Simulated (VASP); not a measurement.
## SiC: single point with PBE

Crystal: SiC.

```xyz
2
Lattice="3.0950 0.0000 0.0000 -1.5475 2.6804 0.0000 0.0000 0.0000 5.6843" Properties=species:S:1:pos:R:3 pbc="T T T"
Si    1.5475    0.8935    0.0000
C     0.0000    1.7869    0.0000
```

```
Program             : VASP 6.6.1
Task                : single point
Functional          : PBE
Potentials or basis : VASP PAW PBE potentials, release 64 (Si, C)
Cutoff              : 520 eV
k mesh              : 12 × 12 × 2
Occupations         : gaussian, width 0.1 eV
Spin                : no spin polarisation
```

* Pressure: 0.1 GPa
* Band gap on the k mesh: 2.38 eV, indirect (least direct gap 2.48 eV)

Stress tensor (GPa, compression positive):
```
0.15 0.00 0.00
0.00 0.15 0.00
0.00 0.00 0.01
```

Levels at points of the mesh, in eV from the valence-band top:
```tsv
k point	band 2	band 3	band 4	band 5	band 6	band 7
(0.00, 0.00, 0.00)	-3.70	-1.36	-1.36	2.49	6.71	7.49
(0.50, 0.00, 0.00)	-7.91	-2.88	-0.69	2.65	3.77	7.46
(0.00, 0.00, 0.50)	-3.89	-1.36	-1.36	4.16	5.13	7.49
(0.50, 0.00, 0.50)	-7.90	-2.88	-0.77	2.38	3.86	8.99
```

Wall time 16 s on 1 thread of AMD EPYC 7R43 64-Core Processor (Zen 3), with other jobs on the host, peak memory 0.12 GiB.

Caveat: the k points lie up to 0.55 Å⁻¹ apart. As with any semilocal functional, this PBE gap is likely too small.
